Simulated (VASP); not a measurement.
Runs of VASP 6.6.1 on MgO. The structure is that of space group P6_3mc (No. 186), or close to it. The cells are those of the table. 

```csv
level,potentials or basis,cell,k mesh,cutoff (eV),smearing,mended,grid for exact exchange (PRECFOCK),share of exact exchange,screening parameter,gap on the mesh (eV),pressure (GPa),largest force (eV/Å)
PBE,"VASP PAW PBE potentials, release 64 (Mg, O)","a = 3.308, b = 3.308, c = 4.983 Å, angles 90.0, 90.0, 120.0°, 4 atoms",8 × 8 × 5,520,fermi-dirac 0.05 eV,-,-,-,-,3.46,3.0,0.01
LDA,"VASP PAW LDA potentials, release 64 (Mg_sv, O)","a = 3.286, b = 3.286, c = 4.949 Å, angles 90.0, 90.0, 120.0°, 4 atoms",9 × 9 × 6,750,fermi-dirac 0.05 eV,yes,-,-,-,3.48,-1.8,0.01
PBE-based screened hybrid with 25 % exact exchange,"VASP PAW PBE potentials, release 64 (Mg, O)","a = 3.308, b = 3.308, c = 4.983 Å, angles 90.0, 90.0, 120.0°, 4 atoms",5 × 5 × 3,520,fermi-dirac 0.05 eV,-,Normal,0.25,0.1 1/Å,5.40,(a),0.03
PBE-based screened hybrid with 25 % exact exchange,"VASP PAW PBE potentials, release 64 (Mg, O)","a = 3.308, b = 3.308, c = 4.983 Å, angles 90.0, 90.0, 120.0°, 4 atoms",5 × 5 × 3,520,fermi-dirac 0.05 eV,-,Normal,0.25,0.3 1/Å,4.81,-0.5,0.03
PBE,"VASP PAW PBE potentials, release 64 (Mg, O)","a = 3.308, b = 3.308, c = 4.983 Å, angles 90.0, 90.0, 120.0°, 4 atoms",8 × 8 × 5,520,methfessel-paxton 0.1 eV,-,-,-,-,3.46,2.9,0.01
PBE-based screened hybrid with 25 % exact exchange,"VASP PAW PBE potentials, release 64 (Mg, O)","a = 3.308, b = 3.308, c = 4.983 Å, angles 90.0, 90.0, 120.0°, 4 atoms",5 × 5 × 3,520,fermi-dirac 0.05 eV,-,Normal,0.25,0.15 1/Å,(b),-0.7,0.03
LDA,"VASP PAW LDA potentials, release 64 (Mg_sv, O)","a = 3.263, b = 3.263, c = 4.916 Å, angles 90.0, 90.0, 120.0°, 4 atoms",9 × 9 × 6,750,fermi-dirac 0.05 eV,yes,-,-,-,3.60,0.9,0.01
```

Alike in all rows: task single point; no spin polarisation.

Problem. Fill in the values left out.

Solution. (a) -0.8; (b) 5.22.

Caveats: some runs use coarse meshes; the PAW data sets were made with another functional, which shifts forces and pressure a little (at least some runs); an odd mesh through Γ misses points on the zone boundary, where band edges can lie (at least some runs).

The runs don't all hold the same shells in valence.
